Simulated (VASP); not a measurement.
# HfC (Pm-3m) in VASP: vibrations by perturbation theory with PBEsol

Aim: the vibrations by perturbation theory of HfC with PBEsol.

Everything below comes from runs of VASP 6.6.1. Logs are shortened: lines on timing, memory, paths and dates and some standing lists are left out, and cuts for length are marked.

### 1 The cell of the first run

Symmetry: Pm-3m, No. 221, cubic system. The conventional cell has a = 2.868 Å, b = 2.868 Å, c = 2.868 Å, α = 90.00°, β = 90.00°, γ = 90.00°. Within 3.3 Å of Hf (site symmetry m-3m) lie 8 C at 2.48 Å and 6 Hf at 2.87 Å. C (site symmetry m-3m) has 8 Hf at 2.48 Å and 6 C at 2.87 Å within 3.3 Å.

### 2 Vibrations by perturbation theory, PBEsol (phonons by finite displacements)

INCAR

```
SYSTEM = HfC
ALGO = Normal ; EDIFF = 1E-8
ENCUT = 520 ; GGA = PS
IBRION = 8 ; ISIF = 2
ISMEAR = 0 ; LASPH = .True.
LCHARG = .False. ; LREAL = .False.
LWAVE = .False. ; NELM = 80
NSW = 1 ; PREC = Accurate
SIGMA = 0.15
```

KPOINTS

```
k-points
0
Gamma
  12 12 12
  0 0 0
```

POSCAR

```
HfC
1.0
    2.8678325162      0.0000000000      0.0000000000
    0.0000000000      2.8678325162      0.0000000000
    0.0000000000      0.0000000000      2.8678325162
Hf C
1 1
Direct
    0.0000000000      0.0000000000      0.0000000000
    0.5000000000      0.5000000000      0.5000000000
```

Potentials or basis: VASP PAW PBE potentials, release 64 (Hf_pv, C).

Command:

```sh
> cat potpaw_PBE.64/Hf_pv/POTCAR potpaw_PBE.64/C/POTCAR > POTCAR
> mpirun -np 1 vasp_std > vasp.out
```

OUTCAR:

```text
SYSTEM = HfC
   EDIFF = 1E-8
   ENCUT = 520
   GGA = PS
   IBRION = 8
   ISIF = 2
   ISMEAR = 0
   LASPH = .True.
   LREAL = .False.
   NELM = 80
   NSW = 1
   PREC = Accurate

 ion  position               nearest neighbor table
   1  0.000  0.000  0.000-   2 2.48   2 2.48   2 2.48   2 2.48   2 2.48   2 2.48   2 2.48   2 2.48

   2  0.500  0.500  0.500-   1 2.48   1 2.48   1 2.48   1 2.48   1 2.48   1 2.48   1 2.48   1 2.48

  LATTYP: Found a simple cubic cell.
 ALAT       =     2.8678325162

  Lattice vectors:

 A1 = (   2.8678325162,   0.0000000000,   0.0000000000)
 A2 = (   0.0000000000,   2.8678325162,   0.0000000000)
 A3 = (   0.0000000000,   0.0000000000,   2.8678325162)

Analysis of symmetry for initial positions (statically):
=====================================================================
 Subroutine PRICEL returns:
 Original cell was already a primitive cell.

 Routine SETGRP: Setting up the symmetry group for a
 simple cubic supercell.

 Subroutine GETGRP returns: Found 48 space group operations
 (whereof 48 operations were pure point group operations)
 out of a pool of 48 trial point group operations.

The static configuration has the point symmetry O_h .

Analysis of symmetry for dynamics (positions and initial velocities):
=====================================================================
 Subroutine PRICEL returns:
 Original cell was already a primitive cell.

 Routine SETGRP: Setting up the symmetry group for a
 simple cubic supercell.

 Subroutine GETGRP returns: Found 48 space group operations
 (whereof 48 operations were pure point group operations)
 out of a pool of 48 trial point group operations.

The dynamic configuration has the point symmetry O_h .

 Subroutine INISYM returns: Found 48 space group operations
 (whereof 48 operations are pure point group operations),
 and found     1 'primitive' translations

----------------------------------------------------------------------------------------

                                     Primitive cell

  volume of cell :      23.5864

  direct lattice vectors                    reciprocal lattice vectors
     2.867832516  0.000000000  0.000000000     0.348695398  0.000000000  0.000000000
     0.000000000  2.867832516  0.000000000     0.000000000  0.348695398  0.000000000
     0.000000000  0.000000000  2.867832516     0.000000000  0.000000000  0.348695398

  length of vectors
     2.867832516  2.867832516  2.867832516     0.348695398  0.348695398  0.348695398

  position of ions in fractional coordinates (direct lattice)
     0.000000000  0.000000000  0.000000000
     0.500000000  0.500000000  0.500000000

  ion indices of the primitive-cell ions
   primitive index   ion index
                 1           1
                 2           2

----------------------------------------------------------------------------------------

 KPOINTS: k-points

Automatic generation of k-mesh.
 Grid dimensions read from file:
 generate k-points for:   12   12   12

 Generating k-lattice:

  Cartesian coordinates                     Fractional coordinates (reciprocal lattice)
     0.029057950  0.000000000  0.000000000     0.083333333  0.000000000  0.000000000
     0.000000000  0.029057950  0.000000000     0.000000000  0.083333333  0.000000000
     0.000000000  0.000000000  0.029057950     0.000000000  0.000000000  0.083333333

  Length of vectors
     0.029057950  0.029057950  0.029057950

  Shift w.r.t. Gamma in fractional coordinates (k-lattice)
     0.000000000  0.000000000  0.000000000

 Subroutine IBZKPT returns following result:
 ===========================================

 Found     84 irreducible k-points:

 Following reciprocal coordinates:
            Coordinates               Weight
  0.000000  0.000000  0.000000      1.000000
  0.083333  0.000000  0.000000      6.000000
  0.166667  0.000000  0.000000      6.000000
  0.250000  0.000000  0.000000      6.000000
  0.333333  0.000000  0.000000      6.000000
  0.416667  0.000000  0.000000      6.000000
[... 16 lines left out ...]
  0.333333  0.333333  0.000000     12.000000
  0.416667  0.333333  0.000000     24.000000
 [... further k-points ...]
   k-points           NKPTS =     84   k-points in BZ     NKDIM =     84   number of bands    NBANDS=     11
   number of dos      NEDOS =    301   number of ions     NIONS =      2
   total plane-waves  NPLWV =  13824
   dimension x,y,z NGX =    24 NGY =   24 NGZ =   24
   dimension x,y,z NGXF=    48 NGYF=   48 NGZF=   48
   ions per type =               1   1
   NGX,Y,Z   is equivalent  to a cutoff of  13.91, 13.91, 13.91 a.u.
   NGXF,Y,Z  is equivalent  to a cutoff of  27.83, 27.83, 27.83 a.u.
 SYSTEM =  HfC
   PREC   = accura    normal or accurate (medium, high low for compatibility)
   ISTART =      0    job   : 0-new  1-cont  2-samecut
   ICHARG =      2    charge: 1-file 2-atom 10-const
   ISPIN  =      1    spin polarized calculation?
   LNONCOLLINEAR =      F non collinear calculations
   LSORBIT =      F    spin-orbit coupling
   LASPH  =      T    aspherical Exc in radial PAW
   ENCUT  =  520.0 eV  38.22 Ry    6.18 a.u.   5.33  5.33  5.33*2*pi/ulx,y,z
   NELM   =     80;   NELMIN=  2; NELMDL= -5     # of ELM steps
   EDIFF  = 0.1E-07   stopping-criterion for ELM
   LREAL  =      F    real-space projection
   EDIFFG = 0.1E-06   stopping-criterion for IOM
   NSW    =      1    number of steps for IOM
   IBRION =      8    ionic relax: 0-MD 1-quasi-New 2-CG
   NFREE  =      0    steps in history (QN), initial steepest desc. (CG)
   ISIF   =      2    stress and relaxation
   ISYM   =      2    0-nonsym 1-usesym 2-fastsym
   POTIM  = 0.5000    time-step for ionic-motion
   TEBEG  =    0.0;   TEEND  =   0.0 temperature during run
   PSTRESS=    0.0 pullay stress
   NELECT =      14.0000    total number of electrons
   NUPDOWN=      -1.0000    fix difference up-down
   EMIN   =  10.00;   EMAX   =-10.00  energy-range for DOS
   EFERMI =   0.00;   METHOD = LEGACY
   ISMEAR =     0;   SIGMA  =   0.15  broadening in eV -4-tet -1-fermi 0-gaus
   EFERMI_NEDOS =   21; number of points for ismear=-14 and -15
   IALGO  =     38    algorithm
   IMIX   =      4    mixing-type and parameters
     AMIX     =   0.40;   BMIX     =  1.00
     AMIX_MAG =   1.60;   BMIX_MAG =  1.00
  volume/ion in A,a.u.               =      11.79        79.58
  Fermi-wavevector in a.u.,A,eV,Ry     =   1.375827  2.599935 25.754455  1.892899
  Thomas-Fermi vector in A             =   2.501127
   LORBIT       =      0    0 simple, 1 ext, 2 COOP (PROOUT), +10 PAW based schemes
   GGA     = PS    functional components
   LHFCALC =     F    Hartree Fock is set to
   AEXX    =    0.0000 exact exchange contribution
   IVDW    =     0    specifies the selected vdW correction
   LEPSILON=     F    determine dielectric tensor
   LRPA    =     F    only Hartree local field effects (RPA)
 non-spin polarized calculation
 Gauss-broadening in eV      SIGMA  =   0.15
  energy-cutoff  :      520.00
  volume of cell :       23.59
 maximum number of plane-waves:       655
 NGX is ok and might be reduce to    24
   NGX = 11   NGY = 11   NGZ = 11

--------------------------------------- Ionic step        1  -------------------------------------------

 number of electron      13.9999997 magnetization

 Free energy of the ion-electron system (eV)
  ---------------------------------------------------
  ext. energy  EPLUGINS =         0.00000000
  ---------------------------------------------------
  free energy    TOTEN  =       -19.54268727 eV

  energy without entropy =      -19.51786843  energy(sigma->0) =      -19.53027785

 E-fermi :   6.7102     XC(G=0): -12.8380

 val. band max:        6.7036087664   @ k =   0.3333   0.2500   0.0000
 cond. band min:       6.7136832455   @ k =   0.2500   0.1667   0.0000
 fundamental gap:      0.0100744791
 Fermi energy:         6.7101731124

 k-point     1 :       0.0000    0.0000    0.0000
  band No.  band energies     occupation
      1     -23.0462      2.00000
      2     -23.0462      2.00000
      3     -23.0462      2.00000
      4      -6.2074      2.00000
      5       4.6856      2.00000
      6       4.6856      2.00000
      7       7.8804      0.00000
      8       7.8804      0.00000
      9       7.8804      0.00000
     10      13.0813      0.00000
     11      13.0813      0.00000
[... 309 lines left out ...]
 k-point    24 :       0.4167    0.3333    0.0000
  band No.  band energies     occupation
      1     -23.9965      2.00000
      2     -23.7700      2.00000
      3     -22.8617      2.00000
      4      -3.2831      2.00000
      5       2.3887      2.00000
      6       4.2762      2.00000
      7       6.8955      0.08060
      8       7.2164      0.00000
      9      10.4737      0.00000
     10      12.3530      0.00000
     11      12.4387      0.00000

 [... further k-points ...]

------------------------ aborting loop because EDIFF is reached ----------------------------------------

  FORCE on cell =-STRESS in cart. coord.  units (eV):
  Direction    XX          YY          ZZ          XY          YZ          ZX
  --------------------------------------------------------------------------------------
  -------------------------------------------------------------------------------------
  Total       -0.1441568     -0.1441568     -0.1441568     -0.0000000      0.0000000      0.0000000
  in kB       -9.7922927     -9.7922927     -9.7922927     -0.0000000      0.0000000      0.0000000
  external PRESSURE =      -9.7922927 kB  Pullay stress =       0.0000000 kB

 VOLUME and BASIS-vectors are now :
 -----------------------------------------------------------------------------
  energy-cutoff  :      520.00
  volume of cell :       23.59
      direct lattice vectors                 reciprocal lattice vectors
     2.867832516  0.000000000  0.000000000     0.348695398  0.000000000  0.000000000
     0.000000000  2.867832516  0.000000000     0.000000000  0.348695398  0.000000000
     0.000000000  0.000000000  2.867832516     0.000000000  0.000000000  0.348695398

 POSITION                                       TOTAL-FORCE (eV/Angst)
 -----------------------------------------------------------------------------------
      0.00000      0.00000      0.00000         0.000000      0.000000      0.000000
      1.43392      1.43392      1.43392         0.000000      0.000000      0.000000
 -----------------------------------------------------------------------------------
    total drift:                                0.000000      0.000000     -0.000000

  FREE ENERGIE OF THE ION-ELECTRON SYSTEM (eV)
  ---------------------------------------------------
  free  energy   TOTEN  =       -19.5426872739 eV

  energy  without entropy=      -19.5178684287  energy(sigma->0) =      -19.53027785

[... ionic steps 2 to 3 ...]

--------------------------------------- Ionic step        4  -------------------------------------------

------------------------ aborting loop because EDIFF is reached ----------------------------------------

[... ionic steps 5 to 6 ...]

--------------------------------------- Ionic step        7  -------------------------------------------

 Free energy of the ion-electron system (eV)
  ---------------------------------------------------
  ---------------------------------------------------
  free energy    TOTEN  =        -0.11581285 eV

  energy without entropy =       -0.11581286

------------------------ aborting loop because EDIFF is reached ----------------------------------------

 INTERNAL STRAIN TENSOR  FOR ION    2  DIRECTION 1   (eV/Angst):
 -----------------------------------------------------------------------------
     0.04727 -0.00000  0.00000
    -0.00000 -0.01770  0.00000
     0.00000  0.00000 -0.01770

 INTERNAL STRAIN TENSOR FOR ION    2 for displacements in x,y,z  (eV/Angst):
          X           Y           Z          XY          YZ          ZX
  --------------------------------------------------------------------------------
  x     0.00000     0.00000     0.00000     0.00000     0.00000     0.00000
  y     0.00000     0.00000     0.00000     0.00000     0.00000     0.00000
  z     0.00000     0.00000     0.00000     0.00000     0.00000     0.00000

 SECOND DERIVATIVES (NOT SYMMETRIZED)
 ------------------------------------
               1X          1Y          1Z          2X          2Y          2Z
  1X    -1.051071    0.000000    0.000000    1.051071   -0.000000    0.000000
  1Y     0.000000   -1.051071   -0.000000   -0.000000    1.051071    0.000000
  1Z    -0.000000   -0.000000   -1.051071    0.000000    0.000000    1.051071
  2X     1.060104    0.000000   -0.000000   -1.060104   -0.000000    0.000000
  2Y     0.000000    1.060104   -0.000000   -0.000000   -1.060104    0.000000
  2Z    -0.000000   -0.000000    1.060104    0.000000    0.000000   -1.060104

 Eigenvectors and eigenvalues of the dynamical matrix
 ----------------------------------------------------

   1 f  =    4.796898 THz    30.139802 2PiTHz  160.007311 cm-1    19.838369 meV
             X         Y         Z           dx          dy          dz
      0.000000  0.000000  0.000000     0.250094   -0.000000    0.000000
      1.433916  1.433916  1.433916    -0.968222    0.000000    0.000000
[... 21 lines left out ...]
   6 f/i=    0.004969 THz     0.031224 2PiTHz    0.165764 cm-1     0.020552 meV
             X         Y         Z           dx          dy          dz
      0.000000  0.000000  0.000000     0.799480    0.546155   -0.000000
      1.433916  1.433916  1.433916     0.206507    0.141073    0.000000

--------------------------------------------------------------------------------------------------------

 ELASTIC MODULI CONTR FROM IONIC RELAXATION (kBar)
 Direction    XX          YY          ZZ          XY          YZ          ZX
 --------------------------------------------------------------------------------
 XX           0.0000      0.0000      0.0000      0.0000      0.0000      0.0000
 YY           0.0000      0.0000      0.0000      0.0000      0.0000      0.0000
 ZZ           0.0000      0.0000      0.0000      0.0000      0.0000      0.0000
 XY           0.0000      0.0000      0.0000      0.0000      0.0000      0.0000
 YZ           0.0000      0.0000      0.0000      0.0000      0.0000      0.0000
 ZX           0.0000      0.0000      0.0000      0.0000      0.0000      0.0000
 --------------------------------------------------------------------------------
```

It took 8.7 min on 1 thread of AMD EPYC 7R13, shared host; peak memory 0.23 GiB.

What came out:

* Highest phonon frequency at Γ, LO-TO splitting left out: 160 cm⁻¹

Phonon frequencies in cm⁻¹ (negative: imaginary):
| q point | frequencies |
| --- | --- |
| (0.000, 0.000, 0.000) | 0 0 0 160 160 160 |

Caveat: the cell differs from its parent crystal (phonons by finite displacements); the PAW data sets were made with another functional, which shifts forces and pressure a little; spin-orbit coupling is left out, which moves the levels of the heavy elements.
